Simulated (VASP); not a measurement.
# Zr8C7 (a cell with a defect) in VASP: single point with PBEsol

Aim: the single point of Zr8C7 (a cell with a defect) with PBEsol.

Program: VASP 6.6.1. These are calculated values, not measurements. Logs are shortened: lines on timing, memory, paths and dates and some standing lists are left out, and cuts for length are marked.

### 1 The cell of the first run

The cell holds a defect, 15 atoms: a = 6.625 Å, b = 6.625 Å, c = 6.625 Å, α = 60.00°, β = 60.00°, γ = 60.00°.

### 2 Single point, PBEsol

Contents of INCAR:

```
SYSTEM = Zr8C7
PREC     = Accurate       ! precision mode
ENCUT    = 520            ! plane-wave cutoff, eV
EDIFF    = 1E-6           ! SCF threshold, eV
ISMEAR   = -1             ! smearing method
SIGMA    = 0.05           ! smearing width, eV
LREAL    = Auto         
LASPH    = .True.         ! aspherical terms in the spheres
NELM     = 100            ! most SCF steps
ALGO     = Normal         ! electronic algorithm
ISIF     = 2              ! what is computed and relaxed
LWAVE    = .False.        ! write WAVECAR
LCHARG   = .True.         ! write CHGCAR
GGA      = PS             ! functional
LELF     = .True.         ! ELF
LVHAR    = .True.       
NBANDS   = 75             ! bands
```

Contents of KPOINTS:

```
Automatic mesh
0
Gamma
  3 3 3
  0 0 0
```

Contents of POSCAR:

```
Zr8C7
1.0
    0.0000000000      4.6845620000      4.6845620000
    4.6845620000      0.0000000000      4.6845620000
    4.6845620000      4.6845620000      0.0000000000
C Zr
7 8
Direct
    0.0002167759      0.0003542487     -0.0000325537
    0.0001990581      0.0003548891      0.4999937027
   -0.4997870665      0.5003348232     -0.0000067242
    0.0001890251      0.5003583046      0.4999768388
    0.5002343869      0.0003479514     -0.0000303123
    0.5001921204      0.0003652423      0.4999733166
    0.5001849693      0.5003563834      0.4999819620
    0.2557830380      0.2447749651      0.2555514262
    0.2557925373      0.2447650389      0.7443682035
    0.2501918002      0.7503713261      0.2499604018
    0.2558055588      0.7559530646      0.7443592379
    0.7445772945      0.2447728304      0.2555834462
    0.7502019399      0.2503362107      0.7499867650
    0.7445939450      0.7559454865      0.2555810981
    0.7446110223      0.7559339592      0.7443926455
```

Potentials or basis: VASP PAW PBE potentials, release 64 (C, Zr_sv).

Started as:

```console
$ cat potpaw_PBE.64/C/POTCAR potpaw_PBE.64/Zr_sv/POTCAR > POTCAR
$ mpirun -np 1 vasp_std > vasp.out
```

OUTCAR:

```text
SYSTEM = Zr8C7
   PREC = Accurate
   ENCUT = 520
   EDIFF = 1E-6
   ISMEAR = -1
   LREAL = Auto
   LASPH = .True.
   NELM = 100
   ISIF = 2
   GGA = PS

 ion  position               nearest neighbor table
   1  0.000  0.000  1.000-  10 2.34  13 2.34   9 2.34  11 2.34  14 2.34  12 2.34
   2  0.000  0.000  0.500-  13 2.34  10 2.34  11 2.34   8 2.34  15 2.34  12 2.34
   3  0.500  0.500  1.000-  10 2.34  13 2.34  12 2.34   8 2.34  15 2.34  11 2.34
   4  0.000  0.500  0.500-  13 2.34  10 2.34  15 2.34  14 2.34   9 2.34   8 2.34
   5  0.500  0.000  1.000-  13 2.34  10 2.34  14 2.34  15 2.34   8 2.34   9 2.34
   6  0.500  0.000  0.500-  12 2.29   9 2.29  11 2.29  14 2.29   8 2.29  15 2.29
   7  0.500  0.500  0.500-  10 2.34  13 2.34  11 2.34  12 2.34   9 2.34  14 2.34
   8  0.256  0.245  0.256-   6 2.29   3 2.34   2 2.34   5 2.34   4 2.34  12 3.24  11 3.24   9 3.24
                            14 3.24  13 3.31  10 3.31  10 3.31  13 3.31  14 3.39   9 3.39  11 3.39
   9  0.256  0.245  0.744-   6 2.29   7 2.34   1 2.34   4 2.34   5 2.34  12 3.24  11 3.24   8 3.24
                            15 3.24  10 3.31  13 3.31  13 3.31  10 3.31  15 3.39   8 3.39  11 3.39
  10  0.250  0.750  0.250-   1 2.34   3 2.34   7 2.34   4 2.34   2 2.34   5 2.34  12 3.31  15 3.31
                             9 3.31   8 3.31  11 3.31  14 3.31  14 3.31  11 3.31   8 3.31  15 3.31
  11  0.256  0.756  0.744-   6 2.29   2 2.34   7 2.34   1 2.34   3 2.34  14 3.24   9 3.24  15 3.24
                             8 3.24  13 3.31  10 3.31  10 3.31  13 3.31   8 3.39  15 3.39   9 3.39
  12  0.745  0.245  0.256-   6 2.29   3 2.34   7 2.34   2 2.34   1 2.34   9 3.24   8 3.24  14 3.24
                            15 3.24  10 3.31  13 3.31  13 3.31  10 3.31  15 3.39  14 3.39   8 3.39
  13  0.750  0.250  0.750-   5 2.34   2 2.34   1 2.34   3 2.34   4 2.34   7 2.34   8 3.31  14 3.31
                            11 3.31  15 3.31   9 3.31  12 3.31  12 3.31   9 3.31  15 3.31  11 3.31
  14  0.745  0.756  0.256-   6 2.29   5 2.34   4 2.34   7 2.34   1 2.34  11 3.24  15 3.24  12 3.24
                             8 3.24  13 3.31  10 3.31  10 3.31  13 3.31  12 3.39   8 3.39  15 3.39
  15  0.745  0.756  0.744-   6 2.29   4 2.34   5 2.34   3 2.34   2 2.34  11 3.24  14 3.24  12 3.24
                             9 3.24  10 3.31  13 3.31  13 3.31  10 3.31   9 3.39  12 3.39  14 3.39

  LATTYP: Found a face centered cubic cell.
 ALAT       =     9.3691240000

  Lattice vectors:

 A1 = (   0.0000000000,   4.6845620000,   4.6845620000)
 A2 = (   4.6845620000,   0.0000000000,   4.6845620000)
 A3 = (   4.6845620000,   4.6845620000,   0.0000000000)

Analysis of symmetry for initial positions (statically):
=====================================================================
 Subroutine PRICEL returns:
 Original cell was already a primitive cell.

 Routine SETGRP: Setting up the symmetry group for a
 face centered cubic supercell.

[... 156 lines left out ...]
  Thomas-Fermi vector in A             =   2.507776
   LORBIT       =      0    0 simple, 1 ext, 2 COOP (PROOUT), +10 PAW based schemes
   GGA     = PS    functional components
   LHFCALC =     F    Hartree Fock is set to
   AEXX    =    0.0000 exact exchange contribution
   IVDW    =     0    specifies the selected vdW correction
   LEPSILON=     F    determine dielectric tensor
   LRPA    =     F    only Hartree local field effects (RPA)
 non-spin polarized calculation
  energy-cutoff  :      520.00
  volume of cell :      205.61
 maximum number of plane-waves:      5577
 NGX is ok and might be reduce to    50
   NGX = 25   NGY = 25   NGZ = 25

 number of electron     123.9999997 magnetization

 Free energy of the ion-electron system (eV)
  ---------------------------------------------------
  ext. energy  EPLUGINS =         0.00000000
  ---------------------------------------------------
  free energy    TOTEN  =      -153.32260101 eV

  energy without entropy =     -153.24024357  energy(sigma->0) =     -153.28142229

 E-fermi :   9.4053     XC(G=0): -12.1204

 val. band max:        9.3978289933   @ k =   0.0000   0.0000   0.0000
 cond. band min:       9.4268241715   @ k =   0.3333   0.0000  -0.3333
 fundamental gap:      0.0289951782
 Fermi energy:         9.4052593592

 k-point     1 :       0.0000    0.0000    0.0000
  band No.  band energies     occupation
      1     -38.6823      2.00000
      2     -38.5932      2.00000
      3     -38.5929      2.00000
      4     -38.5929      2.00000
      5     -38.5571      2.00000
      6     -38.5569      2.00000
[... 1067 lines left out ...]
     73      13.1042      0.00000
     74      13.1781      0.00000
 [bands above 74 left out]

------------------------ aborting loop because EDIFF is reached ----------------------------------------

  FORCE on cell =-STRESS in cart. coord.  units (eV):
  Direction    XX          YY          ZZ          XY          YZ          ZX
  --------------------------------------------------------------------------------------
  -------------------------------------------------------------------------------------
  Total       -2.3111513     -2.3177588     -2.2975841      0.0007928      0.0063816      0.0174429
  in kB      -18.0095141    -18.0610021    -17.9037926      0.0061776      0.0497279      0.1359230
  external PRESSURE =     -17.9914363 kB  Pullay stress =       0.0000000 kB

 VOLUME and BASIS-vectors are now :
 -----------------------------------------------------------------------------
  energy-cutoff  :      520.00
  volume of cell :      205.61
      direct lattice vectors                 reciprocal lattice vectors
     0.000000000  4.684562000  4.684562000    -0.106733564  0.106733564  0.106733564
     4.684562000  0.000000000  4.684562000     0.106733564 -0.106733564  0.106733564
     4.684562000  4.684562000  0.000000000     0.106733564  0.106733564 -0.106733564

 POSITION                                       TOTAL-FORCE (eV/Angst)
 -----------------------------------------------------------------------------------
      4.68607      4.68543      0.00268        -0.003741     -0.001756     -0.007299
      2.34391      2.34318      0.00260        -0.005326     -0.002441     -0.006741
      7.02838      7.02781      4.68713        -0.003799     -0.003887     -0.005554
      4.68613      2.34306      2.34484        -0.004475     -0.001344     -0.006111
      4.68605      7.02780      2.34501        -0.003374     -0.003096     -0.008672
      2.34387      4.68534      2.34489        -0.004839     -0.001415     -0.007098
      4.68615      4.68534      4.68710        -0.004827     -0.000726     -0.005983
      2.34381      2.39538      2.34490         0.003639     -0.010554      0.004600
      4.63366      4.68532      2.34489         0.015808      0.001975      0.004859
      4.68612      2.34299      4.68720         0.005308      0.002694      0.007681
      7.02831      4.68533      4.73965         0.004356      0.001626     -0.008186
      2.34395      4.68531      4.63467         0.001863      0.002263      0.017625
      4.68607      7.02773      4.68708         0.005462      0.001806      0.009201
      4.73856      4.68538      7.02937        -0.009240      0.001349      0.005936
      7.02837      6.97533      7.02940         0.003186      0.013506      0.005742
 -----------------------------------------------------------------------------------
    total drift:                               -0.047369     -0.016444     -0.074690

  FREE ENERGIE OF THE ION-ELECTRON SYSTEM (eV)
  ---------------------------------------------------
  free  energy   TOTEN  =      -153.3226010054 eV

  energy  without entropy=     -153.2402435731  energy(sigma->0) =     -153.28142229
```

stdout:

```text
POSCAR found type information on POSCAR C Zr
 POSCAR found :  2 types and      15 ions
 scaLAPACK will be used
 -----------------------------------------------------------------------------
|                                                                             |
|                                                                             |
|     You enforced a specific xc type in the INCAR file but a different       |
|     I HOPE YOU KNOW WHAT YOU ARE DOING!                                     |
|                                                                             |
 -----------------------------------------------------------------------------

 LDA part: xc-table for (Slater+PW92), standard interpolation
 POSCAR, INCAR and KPOINTS ok, starting setup
 FFT: planning ... GRIDC
 FFT: planning ... GRID_SOFT
 FFT: planning ... GRID
 WAVECAR not read
 entering main loop
```

It took 8.4 min on 1 thread of Intel Xeon Platinum 8259CL at 2.50GHz (Skylake/Cascade Lake), shared host; peak memory 0.42 GiB.

What came out:

| Item | Value |
| --- | --- |
| Free energy | -153.3226 eV |
| Pressure | -1.8 GPa |
| Largest force | 0.018 eV/Å |
| Band gap on the k mesh | zero (bands 62 and 63 overlap by 0.53 eV) |

Forces in eV/Å, atoms in the order of the input:
```
C   -0.004 -0.002 -0.007
C   -0.005 -0.002 -0.007
C   -0.004 -0.004 -0.006
C   -0.004 -0.001 -0.006
C   -0.003 -0.003 -0.009
C   -0.005 -0.001 -0.007
C   -0.005 -0.001 -0.006
Zr   0.004 -0.011  0.005
Zr   0.016  0.002  0.005
Zr   0.005  0.003  0.008
Zr   0.004  0.002 -0.008
Zr   0.002  0.002  0.018
Zr   0.005  0.002  0.009
Zr  -0.009  0.001  0.006
Zr   0.003  0.014  0.006
```

Caveat: the k points lie up to 0.39 Å⁻¹ apart, too coarse for converged energies and pressures of a metal; the PAW data sets were made with another functional, which shifts forces and pressure a little.
